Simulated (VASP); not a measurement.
# ZnSe (rocksalt type) (Fm-3m) in VASP: notebook, part 2 of 2

VASP 6.6.1. Earlier steps stand in the parts before.

## Step 5: Single point, PBE

This run uses another cell than the first one, of 19.33 Å³/atom, 1.429 times its volume.

Contents of INCAR:

```
PREC = Accurate
ENCUT = 520
EDIFF = 1E-6
ISMEAR = -1
SIGMA = 0.1
LREAL = F
LASPH = T
NELM = 80
ALGO = Normal
ISIF = 2
LWAVE = F
LCHARG = F
GGA = PE
NBANDS = 16
```

Contents of KPOINTS:

```
regular mesh
0
Gamma
  14 14 14
```

Contents of POSCAR:

```
ZnSe
1.0
    0.0000000000      2.6838283791      2.6838283791
    2.6838283791      0.0000000000      2.6838283791
    2.6838283791      2.6838283791      0.0000000000
Zn Se
1 1
Direct
    0.0000000000      0.0000000000      0.0000000000
    0.5000000000      0.5000000000      0.5000000000
```

Potentials or basis: VASP PAW PBE potentials, release 64 (Zn, Se).

The run is started by

```console
$ cat potpaw_PBE.64/Zn/POTCAR potpaw_PBE.64/Se/POTCAR > POTCAR
$ mpirun -np 1 vasp_std > vasp.out
```

OUTCAR:

```text
PREC = Accurate
   ENCUT = 520
   EDIFF = 1E-6
   ISMEAR = -1
   LREAL = F
   LASPH = T
   NELM = 80
   ISIF = 2
   GGA = PE

 ion  position               nearest neighbor table
   1  0.000  0.000  0.000-   2 2.68   2 2.68   2 2.68   2 2.68   2 2.68   2 2.68
   2  0.500  0.500  0.500-   1 2.68   1 2.68   1 2.68   1 2.68   1 2.68   1 2.68

  LATTYP: Found a face centered cubic cell.
 ALAT       =     5.3676567582

  Lattice vectors:

 A1 = (   0.0000000000,   2.6838283791,   2.6838283791)
 A2 = (   2.6838283791,   0.0000000000,   2.6838283791)
 A3 = (   2.6838283791,   2.6838283791,   0.0000000000)

Analysis of symmetry for initial positions (statically):
=====================================================================
 Subroutine PRICEL returns:
 Original cell was already a primitive cell.

 Routine SETGRP: Setting up the symmetry group for a
 face centered cubic supercell.

 Subroutine GETGRP returns: Found 48 space group operations
 (whereof 48 operations were pure point group operations)
 out of a pool of 48 trial point group operations.

The static configuration has the point symmetry O_h .

Analysis of symmetry for dynamics (positions and initial velocities):
=====================================================================
 Subroutine PRICEL returns:
 Original cell was already a primitive cell.

 Routine SETGRP: Setting up the symmetry group for a
 face centered cubic supercell.

 Subroutine GETGRP returns: Found 48 space group operations
 (whereof 48 operations were pure point group operations)
 out of a pool of 48 trial point group operations.

The dynamic configuration has the point symmetry O_h .

 Subroutine INISYM returns: Found 48 space group operations
 (whereof 48 operations are pure point group operations),
 and found     1 'primitive' translations
[... 108 lines left out ...]
   EMIN   =  10.00;   EMAX   =-10.00  energy-range for DOS
   EFERMI =   0.00;   METHOD = LEGACY
   ISMEAR =    -1;   SIGMA  =   0.10  broadening in eV -4-tet -1-fermi 0-gaus
   EFERMI_NEDOS =   21; number of points for ismear=-14 and -15
   IALGO  =     38    algorithm
   IMIX   =      4    mixing-type and parameters
     AMIX     =   0.40;   BMIX     =  1.00
     AMIX_MAG =   1.60;   BMIX_MAG =  1.00
  volume/ion in A,a.u.               =      19.33       130.46
  Fermi-wavevector in a.u.,A,eV,Ry     =   1.268823  2.397727 21.904168  1.609911
  Thomas-Fermi vector in A             =   2.401897
   LORBIT       =      0    0 simple, 1 ext, 2 COOP (PROOUT), +10 PAW based schemes
   GGA     = PE    functional components
   LHFCALC =     F    Hartree Fock is set to
   AEXX    =    0.0000 exact exchange contribution
   IVDW    =     0    specifies the selected vdW correction
   LEPSILON=     F    determine dielectric tensor
   LRPA    =     F    only Hartree local field effects (RPA)
 non-spin polarized calculation
  energy-cutoff  :      520.00
  volume of cell :       38.66
 maximum number of plane-waves:      1056
   NGX = 15   NGY = 15   NGZ = 15

 number of electron      18.0000013 magnetization

 Free energy of the ion-electron system (eV)
  ---------------------------------------------------
  ext. energy  EPLUGINS =         0.00000000
  ---------------------------------------------------
  free energy    TOTEN  =        -5.42670666 eV

  energy without entropy =       -5.40766484  energy(sigma->0) =       -5.41718575

 E-fermi :   3.1200     XC(G=0): -10.4123

 val. band max:        3.0859448670   @ k =   0.5000   0.4286   0.0714
 cond. band min:       3.1297277119   @ k =  -0.2143   0.1429   0.0000
 fundamental gap:      0.0437828450
 Fermi energy:         3.1200248866

 k-point     1 :       0.0000    0.0000    0.0000
  band No.  band energies     occupation
      1     -10.6925      2.00000
      2      -3.4683      2.00000
      3      -3.4683      2.00000
      4      -3.4497      2.00000
      5      -3.4497      2.00000
      6      -3.4497      2.00000
[... 433 lines left out ...]
      3      -3.5149      2.00000
      4      -3.5030      2.00000
      5      -3.4057      2.00000
      6      -3.3817      2.00000
[... 8 lines left out ...]
     15      14.9758      0.00000
     16      15.1484      0.00000

 [... further k-points ...]

------------------------ aborting loop because EDIFF is reached ----------------------------------------

  FORCE on cell =-STRESS in cart. coord.  units (eV):
  Direction    XX          YY          ZZ          XY          YZ          ZX
  --------------------------------------------------------------------------------------
  -------------------------------------------------------------------------------------
  Total        0.0557699      0.0557699      0.0557699     -0.0000000      0.0000000     -0.0000000
  in kB        2.3110855      2.3110855      2.3110855     -0.0000000      0.0000000     -0.0000000
  external PRESSURE =       2.3110855 kB  Pullay stress =       0.0000000 kB

 VOLUME and BASIS-vectors are now :
 -----------------------------------------------------------------------------
  energy-cutoff  :      520.00
  volume of cell :       38.66
      direct lattice vectors                 reciprocal lattice vectors
     0.000000000  2.683828379  2.683828379    -0.186301033  0.186301033  0.186301033
     2.683828379  0.000000000  2.683828379     0.186301033 -0.186301033  0.186301033
     2.683828379  2.683828379  0.000000000     0.186301033  0.186301033 -0.186301033

 POSITION                                       TOTAL-FORCE (eV/Angst)
 -----------------------------------------------------------------------------------
      0.00000      0.00000      0.00000        -0.000000     -0.000000     -0.000000
      2.68383      2.68383      2.68383         0.000000      0.000000      0.000000
 -----------------------------------------------------------------------------------
    total drift:                               -0.000000      0.000000      0.000000

  FREE ENERGIE OF THE ION-ELECTRON SYSTEM (eV)
  ---------------------------------------------------
  free  energy   TOTEN  =        -5.4267066575 eV

  energy  without entropy=       -5.4076648435  energy(sigma->0) =       -5.41718575
```

stdout:

```text
POSCAR found type information on POSCAR ZnSe
 POSCAR found :  2 types and       2 ions
 scaLAPACK will be used
 LDA part: xc-table for (Slater+PW92), standard interpolation
 POSCAR, INCAR and KPOINTS ok, starting setup
 FFT: planning ... GRIDC
 FFT: planning ... GRID_SOFT
 FFT: planning ... GRID
 WAVECAR not read
 entering main loop
```

Wall time 43 s (1 thread of Intel Xeon 6975P-C, shared host); peak memory 0.2 GiB.

What came out:

```
Free energy            : -5.4267 eV
Pressure               : 0.2 GPa
Band gap on the k mesh : zero (band 9 reaches 3.13 eV, above the bottom of band 10 at 2.09 eV)
```

Levels at points of the mesh, in eV from the Fermi level:
| k point | band 7 | band 8 | band 9 | band 10 | band 11 | band 12 |
| --- | --- | --- | --- | --- | --- | --- |
| (0.00, 0.00, 0.00) | -0.48 | -0.48 | -0.48 | 0.68 | 8.57 | 8.57 |
| (0.50, 0.00, 0.00) | -5.62 | -0.14 | -0.14 | 3.28 | 4.97 | 4.97 |
| (0.50, 0.50, 0.00) | -5.00 | -2.43 | -2.43 | -1.03 | 4.98 | 11.17 |
